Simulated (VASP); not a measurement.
A run of VASP 6.6.1 is set up as follows.

File INCAR:

```
PREC = Accurate
ENCUT = 520
EDIFF = 1E-7
ISMEAR = -1
SIGMA = 0.15
LREAL = False
LASPH = True
NELM = 100
ALGO = Normal
ISIF = 2
LWAVE = False
LCHARG = False
GGA = PS
NBANDS = 12
```

File KPOINTS:

```
Automatic mesh
0
Gamma
  10 10 10
```

File POSCAR:

```
Ti
1.0
    0.0000000000      1.9885598007      1.9885598007
    1.9885598007      0.0000000000      1.9885598007
    1.9885598007      1.9885598007      0.0000000000
Ti
1
Direct
    0.0000000000      0.0000000000      0.0000000000
```

Potentials or basis: VASP PAW PBE potentials, release 64 (Ti_sv).

The run is started by

```bash
$ cat potpaw_PBE.64/Ti_sv/POTCAR > POTCAR
$ mpirun -np 1 vasp_std > vasp.out
```

(1) Predict the pressure.

(2) Predict the band gap on the k mesh.

## Answers

(1) 7.7 GPa.

(2) zero (band 6 reaches 10.13 eV, above the bottom of band 7 at 8.91 eV).

Caveat: the PAW data sets were made with another functional, which shifts forces and pressure a little.
